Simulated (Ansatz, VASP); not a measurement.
**Two plane-wave programs on CdS**

```
Cd S
1.0
     0.00000    2.89693    2.89693
     2.89693    0.00000    2.89693
     2.89693    2.89693    0.00000
Cd S
1 1
Direct
  0.00000 0.00000 0.00000
  0.75000 0.75000 0.75000
```

Alike in both runs: task single point; functional RPBE; k mesh 8 × 8 × 8; occupations fermi-dirac, width 0.05 eV; no spin polarisation.

|  | VASP | Ansatz |
| --- | --- | --- |
| version | VASP 6.6.1 | Ansatz 0.2.0 |
| potentials or method | VASP PAW PBE potentials, release 64 (Cd, S) | Ansatz PAW |
| plane-wave cutoff (eV) | 520 | 420 |
| valence electrons in the cell | 18 | 26 |

Ansatz gave:

```
gap on the k mesh at the Fermi level (eV) : 1.37
least direct gap on the mesh (eV)         : 1.37
pressure (GPa)                            : 6.5
```

Problem. Estimate VASP's values.

Solution. gap on the k mesh at the Fermi level (eV): 1.38; least direct gap on the mesh (eV): 1.38; pressure (GPa): 6.9.

VASP's potentials were made for PBE, not for RPBE. VASP's potentials hold 18 valence electrons a cell and Ansatz's 26, so a difference there can come from the potentials and not from the codes.
